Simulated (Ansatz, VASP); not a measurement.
**Br: VASP beside Ansatz**

```
Br
1.0
     3.41384    0.00000    0.00000
    -1.70692    2.95648    0.00000
     0.00000    0.00000    3.18981
Br
1
Direct
  0.00000 0.00000 0.00000
```

Alike in both runs: task relaxation of cell and atoms; functional PBE; k mesh 15 × 15 × 14; occupations gaussian, width 0.1 eV; no spin polarisation.

|  | VASP | Ansatz |
| --- | --- | --- |
| version | VASP 6.6.1 | Ansatz 0.2.0 |
| potentials or method | VASP PAW PBE potentials, release 64 (Br), cutoff 600 eV | scalar-relativistic, plane waves, PAW |
| valence electrons in the cell | 7 | 7 |

```tsv
	VASP	Ansatz	Ansatz less VASP
gap on the k mesh at the Fermi level, each at its own relaxed structure (eV)	none	none	-
relaxed volume (Å³/atom)	35.14	35.22	+0.082
relaxed length of the cell vector where the two differ most in proportion (Å)	3.953	3.957	+0.0047
```

A gap of «none» marks a metal or a gap that the smearing closes.
